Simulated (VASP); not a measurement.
# Ge (C2/c) in VASP: a series of runs, part 2 of 2

VASP 6.6.1. Earlier steps stand in the parts before.

## 3. Single point, revPBE (21.24 Å³/atom)

This run uses another cell than the first one, of 21.24 Å³/atom.

The input, INCAR:

```
  PREC = Accurate
  ENCUT = 520
  EDIFF = 1E-6
  ISMEAR = -1
  SIGMA = 0.1
  LREAL = F
  LASPH = T
  NELM = 60
  ALGO = Normal
  ISIF = 2
  LWAVE = F
  LCHARG = T
  GGA = RE
  LELF = T
  LVHAR = T
  NBANDS = 21
```

The input, KPOINTS:

```
Automatic mesh
0
Gamma
  14 14 10
```

The input, POSCAR:

```
Ge
1.0
   -2.6719083308      2.6748057117      1.4772932288
    2.6748057117     -2.6719083308      1.4772932288
    2.6871561944      2.6871561944     -1.4719866703
Ge
2
Direct
    0.9999091455      0.0000908545      1.0000000000
    0.7500908545      0.2499091455      0.5000000000
```

Potentials or basis: VASP PAW PBE potentials, release 64 (Ge_d).

On the command line:

```console
$ cat potpaw_PBE.64/Ge_d/POTCAR > POTCAR
$ mpirun -np 1 vasp_std > vasp.out
```

OUTCAR:

```text
PREC = Accurate
   ENCUT = 520
   EDIFF = 1E-6
   ISMEAR = -1
   LREAL = F
   LASPH = T
   NELM = 60
   ISIF = 2
   GGA = RE

 ion  position               nearest neighbor table
   1  1.000  0.000  0.000-   2 2.78   2 2.78   2 2.78   2 2.78
   2  0.750  0.250  0.500-   1 2.78   1 2.78   1 2.78   1 2.78

  LATTYP: Found a base centered monoclinic cell.
 ALAT       =     2.9545892989
 B/A-ratio  =     2.5592035806
 C/A-ratio  =     1.3793239436
 COS(beta)  =    -0.3599004077

  Lattice vectors:

 A1 = (  -2.6719083308,   2.6748057117,   1.4772932288)
 A2 = (   2.6748057117,  -2.6719083308,   1.4772932288)
 A3 = (   2.6871561944,   2.6871561944,  -1.4719866703)

Analysis of symmetry for initial positions (statically):
=====================================================================
 Subroutine PRICEL returns:
 Original cell was already a primitive cell.

 Routine SETGRP: Setting up the symmetry group for a
 base centered monoclinic supercell.

 Subroutine GETGRP returns: Found  4 space group operations
 (whereof  2 operations were pure point group operations)
 out of a pool of  4 trial point group operations.

The static configuration has the point symmetry C_2 .
 The point group associated with its full space group is C_2h.

Analysis of symmetry for dynamics (positions and initial velocities):
=====================================================================
 Subroutine PRICEL returns:
 Original cell was already a primitive cell.

 Routine SETGRP: Setting up the symmetry group for a
 base centered monoclinic supercell.

 Subroutine GETGRP returns: Found  4 space group operations
 (whereof  2 operations were pure point group operations)
 out of a pool of  4 trial point group operations.

The dynamic configuration has the point symmetry C_2 .
[... 110 lines left out ...]
   PSTRESS=    0.0 pullay stress
   NELECT =      28.0000    total number of electrons
   NUPDOWN=      -1.0000    fix difference up-down
   EMIN   =  10.00;   EMAX   =-10.00  energy-range for DOS
   EFERMI =   0.00;   METHOD = LEGACY
   ISMEAR =    -1;   SIGMA  =   0.10  broadening in eV -4-tet -1-fermi 0-gaus
   EFERMI_NEDOS =   21; number of points for ismear=-14 and -15
   IALGO  =     38    algorithm
   IMIX   =      4    mixing-type and parameters
     AMIX     =   0.40;   BMIX     =  1.00
     AMIX_MAG =   1.60;   BMIX_MAG =  1.00
  volume/ion in A,a.u.               =      21.24       143.31
  Fermi-wavevector in a.u.,A,eV,Ry     =   1.424812  2.692504 27.621042  2.030089
  Thomas-Fermi vector in A             =   2.545263
   LORBIT       =      0    0 simple, 1 ext, 2 COOP (PROOUT), +10 PAW based schemes
   GGA     = RE    functional components
   LHFCALC =     F    Hartree Fock is set to
   AEXX    =    0.0000 exact exchange contribution
   IVDW    =     0    specifies the selected vdW correction
   LEPSILON=     F    determine dielectric tensor
   LRPA    =     F    only Hartree local field effects (RPA)
 non-spin polarized calculation
  energy-cutoff  :      520.00
  volume of cell :       42.47
 maximum number of plane-waves:      1166
   NGX = 15   NGY = 15   NGZ = 15

 number of electron      27.9999979 magnetization

 Free energy of the ion-electron system (eV)
  ---------------------------------------------------
  ext. energy  EPLUGINS =         0.00000000
  ---------------------------------------------------
  free energy    TOTEN  =        -7.92800692 eV

  energy without entropy =       -7.89497983  energy(sigma->0) =       -7.91149337

 E-fermi :   5.4319     XC(G=0): -10.5675

 val. band max:        5.4317361196   @ k =   0.3571   0.2143   0.0000
 cond. band min:       5.4324316479   @ k =  -0.4286   0.0714  -0.0000
 fundamental gap:      0.0006955283
 Fermi energy:         5.4318660812

 k-point     1 :       0.0000    0.0000    0.0000
  band No.  band energies     occupation
      1     -19.2438      2.00000
      2     -19.2150      2.00000
      3     -19.1904      2.00000
      4     -19.1886      2.00000
      5     -19.1292      2.00000
      6     -19.1291      2.00000
[... 565 lines left out ...]
     20      14.4995      0.00000
     21      15.6368      0.00000

 [... further k-points ...]

------------------------ aborting loop because EDIFF is reached ----------------------------------------

  FORCE on cell =-STRESS in cart. coord.  units (eV):
  Direction    XX          YY          ZZ          XY          YZ          ZX
  --------------------------------------------------------------------------------------
  -------------------------------------------------------------------------------------
  Total       -1.1862391     -1.1862391     -1.0537571     -0.0811932     -0.0087531     -0.0087531
  in kB      -44.7479358    -44.7479358    -39.7503803     -3.0628120     -0.3301887     -0.3301892
  external PRESSURE =     -43.0820840 kB  Pullay stress =       0.0000000 kB

 VOLUME and BASIS-vectors are now :
 -----------------------------------------------------------------------------
  energy-cutoff  :      520.00
  volume of cell :       42.47
      direct lattice vectors                 reciprocal lattice vectors
    -2.671908331  2.674805712  1.477293229    -0.000864184  0.186166578  0.338275127
     2.674805712 -2.671908331  1.477293229     0.186166578 -0.000864184  0.338275127
     2.687156194  2.687156194 -1.471986670     0.185970416  0.185970416 -0.000364739

 POSITION                                       TOTAL-FORCE (eV/Angst)
 -----------------------------------------------------------------------------------
     -2.67142      2.67432      1.47729        -0.001393      0.001393     -0.000000
      0.00786      2.68219      0.74130         0.001393     -0.001393      0.000000
 -----------------------------------------------------------------------------------
    total drift:                                0.000000      0.000000     -0.000000

  FREE ENERGIE OF THE ION-ELECTRON SYSTEM (eV)
  ---------------------------------------------------
  free  energy   TOTEN  =        -7.9280069161 eV

  energy  without entropy=       -7.8949798259  energy(sigma->0) =       -7.91149337
```

OSZICAR:

```text
N       E                     dE             d eps       ncg     rms          rms(c)
DAV:   1     0.181322878708E+03    0.18132E+03   -0.14338E+04 25212   0.369E+03
DAV:   2     0.177349291557E+02   -0.16359E+03   -0.15891E+03 22553   0.612E+02
DAV:   3    -0.715483066437E+01   -0.24890E+02   -0.24698E+02 25513   0.137E+02
DAV:   4    -0.792526648599E+01   -0.77044E+00   -0.76987E+00 25187   0.274E+01
DAV:   5    -0.793766254799E+01   -0.12396E-01   -0.12396E-01 25136   0.394E+00    0.182E+00
DAV:   6    -0.792974793879E+01    0.79146E-02   -0.19331E-02 30477   0.217E+00    0.103E+00
DAV:   7    -0.792802758642E+01    0.17204E-02   -0.14858E-02 30240   0.170E+00    0.112E-01
DAV:   8    -0.792799996704E+01    0.27619E-04   -0.21818E-03 27362   0.797E-01    0.393E-02
DAV:   9    -0.792800642997E+01   -0.64629E-05   -0.77280E-05 29290   0.134E-01    0.102E-02
DAV:  10    -0.792800691608E+01   -0.48611E-06   -0.34837E-06 23769   0.176E-02
   1 F= -.79280069E+01 E0= -.79114934E+01  d E =-.330271E-01
```

stdout:

```text
POSCAR found type information on POSCAR Ge
 POSCAR found :  1 types and       2 ions
 scaLAPACK will be used
 -----------------------------------------------------------------------------
|                                                                             |
|                                                                             |
|     You enforced a specific xc type in the INCAR file but a different       |
|     I HOPE YOU KNOW WHAT YOU ARE DOING!                                     |
|                                                                             |
 -----------------------------------------------------------------------------

 LDA part: xc-table for (Slater+PW92), standard interpolation
 POSCAR, INCAR and KPOINTS ok, starting setup
 FFT: planning ... GRIDC
 FFT: planning ... GRID_SOFT
 FFT: planning ... GRID
 WAVECAR not read
 entering main loop
```

Wall time 3.2 min (1 thread of AMD EPYC 9R45 (Zen 5), shared host); peak memory 0.43 GiB.

What came out:

* Free energy: -7.9280 eV
* Pressure: -4.3 GPa
* Band gap on the k mesh: zero (bands 14 and 15 overlap by 4.41 eV)

Caveat: the cell stands under tension; the PAW data sets were made with another functional, which shifts forces and pressure a little.

## 4. Single point, revPBE

This run uses another cell than the first one, of 19.66 Å³/atom.

The input, INCAR:

```
PREC = Accurate
ENCUT = 520
EDIFF = 1E-6
ISMEAR = -1
SIGMA = 0.1
LREAL = False
LASPH = True
NELM = 80
ALGO = Normal
ISIF = 2
LWAVE = False
LCHARG = False
GGA = RE
NBANDS = 21
```

The input, KPOINTS:

```
regular mesh
0
Gamma
  20 20 14
```

The input, POSCAR:

```
Ge
1.0
   -2.6042357847      2.6070597825      1.4398772019
    2.6070597825     -2.6042357847      1.4398772019
    2.6190974593      2.6190974593     -1.4347050448
Ge
2
Direct
    0.9999091455      0.0000908545      1.0000000000
    0.7500908545      0.2499091455      0.5000000000
```

On the command line:

```console
$ cat potpaw_PBE.64/Ge_d/POTCAR > POTCAR
$ mpirun -np 1 vasp_std > vasp.out
```

Run time: 26 min. Hardware: 1 thread of Oxide Virtual Turin-like, shared host; peak memory 0.92 GiB.

The run converged. Its results:

- Free energy: -7.9726 eV
- Pressure: -0.2 GPa
- Largest force: 0.004 eV/Å
- Band gap on the k mesh: zero (bands 14 and 15 overlap by 5.02 eV)

Forces on the atoms (eV/Å):
```
Ge  -0.003  0.003  0.000
Ge   0.003 -0.003  0.000
```

Stress tensor (GPa, compression positive):
```
-0.19 -0.25 -0.07
-0.25 -0.19 -0.07
-0.07 -0.07 -0.14
```

Levels at points of the mesh, in eV from the Fermi level:
| k point | band 12 | band 13 | band 14 | band 15 | band 16 | band 17 |
| --- | --- | --- | --- | --- | --- | --- |
| (0.00, 0.00, 0.00) | -4.04 | -2.15 | -2.05 | 3.46 | 7.36 | 7.39 |
| (0.50, 0.00, 0.00) | -6.20 | -2.62 | -1.80 | -1.29 | 2.55 | 3.45 |
| (0.50, 0.50, 0.00) | -10.13 | 0.68 | 0.69 | 1.90 | 1.90 | 6.90 |
| (0.00, 0.00, 0.50) | -10.16 | 0.75 | 0.75 | 1.99 | 1.99 | 6.96 |
| (0.50, 0.00, 0.50) | -6.20 | -2.64 | -1.81 | -1.31 | 2.54 | 3.39 |
| (0.50, 0.50, 0.50) | -8.59 | -5.51 | -5.51 | 5.62 | 5.62 | 10.59 |

Caveat: the PAW data sets were made with another functional, which shifts forces and pressure a little.

## 5. The runs side by side

| cell | k mesh | gap on the mesh (eV) | pressure (GPa) |
| --- | --- | --- | --- |
| a = 4.008, b = 4.008, c = 4.024 Å, angles 97.5, 97.5, 137.3°, 2 atoms | 14 × 14 × 10 | none | -2.5 |
| a = 4.059, b = 4.059, c = 4.075 Å, angles 97.5, 97.5, 137.3°, 2 atoms | 14 × 14 × 10 | none | -4.3 |
| a = 3.956, b = 3.956, c = 3.972 Å, angles 97.5, 97.5, 137.3°, 2 atoms | 20 × 20 × 14 | none | -0.2 |

Alike in all rows: task single point; level revPBE; potentials or basis VASP PAW PBE potentials, release 64 (Ge_d); no spin polarisation; cutoff (eV) 520; smearing fermi-dirac 0.1 eV.

Caveats: the PAW data sets were made with another functional, which shifts forces and pressure a little; the cell stands under tension (at least some runs).

Absolute energies hang on the potentials; compare differences alone.
